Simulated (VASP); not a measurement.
A run of VASP 6.6.1 is set up as follows.

INCAR

```
SYSTEM = Mg
PREC = Accurate
ENCUT = 520
EDIFF = 1E-7
ISMEAR = -1
SIGMA = 0.08
LREAL = .False.
LASPH = .True.
NELM = 100
ALGO = Normal
ISIF = 2
LWAVE = .False.
LCHARG = .False.
GGA = PE
NBANDS = 7
```

File KPOINTS:

```
Automatic mesh
0
Gamma
  16 16 16
  0 0 0
```

POSCAR

```
Mg
1.0
   -1.7162116785      1.7162116785      1.7162116785
    1.7162116785     -1.7162116785      1.7162116785
    1.7162116785      1.7162116785     -1.7162116785
Mg
1
Direct
    0.0000000000      0.0000000000      0.0000000000
```

Potentials or basis: VASP PAW PBE potentials, release 64 (Mg).

The run is started by

```sh
$ cat potpaw_PBE.64/Mg/POTCAR > POTCAR
$ mpirun -np 1 vasp_std > vasp.out
```

**Question.** Estimate the pressure.

**Answer.** 5.6 GPa.

**Question.** Predict the band gap on the k mesh.

**Answer.** Zero (band 1 reaches 7.38 eV, above the bottom of band 2 at 2.46 eV).
